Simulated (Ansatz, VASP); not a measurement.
## One calculation of TaNbO, two programs

```
Ta Nb O
1.0
     2.80176    0.00000    0.00000
     0.00000    3.37578    0.00000
     0.00000    0.00000    4.35425
Ta Nb O
1 1 1
Direct
  0.00000 0.00000 0.00000
  0.50000 0.50000 0.50000
  0.00000 0.00000 0.50000
```

Change from the starting cell: the structure that the rattled cell fell into.

Alike in both runs: functional PBE; k mesh 16 × 14 × 10; occupations gaussian, width 0.1 eV; no spin polarisation.

Ansatz relaxed the structure, and its values are those at the end. VASP's run is a single point on that final structure, the one shown.

|  | VASP | Ansatz |
| --- | --- | --- |
| version | VASP 6.6.1 | Ansatz 0.2.0 |
| potentials or method | VASP PAW PBE potentials, release 64 (Ta_pv, Nb_sv, O), cutoff 520 eV | scalar-relativistic, plane waves, PAW |
| valence electrons in the cell | 30 | 32 |

Ansatz gave:

```
gap on the k mesh at the Fermi level (eV) : none
pressure (GPa)                            : 0.0
```

What did VASP give for the same quantities?

gap on the k mesh at the Fermi level (eV): none; pressure (GPa): -0.1.

A gap of «none» marks a metal or a gap that the smearing closes. VASP's potentials hold 30 valence electrons a cell and Ansatz's 32, so a difference there can come from the potentials and not from the codes.

Neither program's run includes spin-orbit coupling.
